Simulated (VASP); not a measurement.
Write the native input for VASP 6.6.1 that does the following.

```yaml
Task: single point
Functional: PBE exchange alone
Potentials_or_basis: VASP PAW PBE potentials, release 64 (Te, Be)
Cutoff: 520 eV
k_mesh: 8 × 8 × 8
Occupations: fermi-dirac, width 0.05 eV
Spin: no spin polarisation
Dipole_correction: no
Further_INCAR_settings: ALGO = Normal; EDIFF = 1e-06; NBANDS = 11
```

The structure of BeTe lies in POSCAR:

```
BeTe
1.0
    0.0000000000      2.8243275181      2.8243275181
    2.8243275181      0.0000000000      2.8243275181
    2.8243275181      2.8243275181      0.0000000000
Te Be
1 1
Direct
    0.7500000000      0.7500000000      0.7500000000
    0.0000000000      0.0000000000      0.0000000000
```

One way to write it, as run:

INCAR

```
  AGGAC = 0.0
  ALDAC = 0.0
  ALGO = Normal
  EDIFF = 1E-6
  ENCUT = 520
  GGA = PE
  ISIF = 2
  ISMEAR = -1
  LASPH = True
  LCHARG = False
  LREAL = False
  LWAVE = False
  NBANDS = 11
  NELM = 100
  PREC = Accurate
  SIGMA = 0.05
```

KPOINTS

```
k-points
0
Gamma
  8 8 8
```

Potentials or basis: VASP PAW PBE potentials, release 64 (Te, Be).

Launch:

```sh
$ cat potpaw_PBE.64/Te/POTCAR potpaw_PBE.64/Be/POTCAR > POTCAR
$ mpirun -np 1 vasp_std > vasp.out
```

Results of the run:

```
Pressure               : 8.1 GPa
Band gap on the k mesh : 2.24 eV, indirect (least direct gap 3.69 eV)
```

Caveat: spin-orbit coupling is left out, which moves the levels of the heavy elements.

It took 6.5 s on 1 thread of AMD EPYC 9R45 96-Core Processor (Zen 5), with other jobs on the host, peak memory 0.14 GiB.
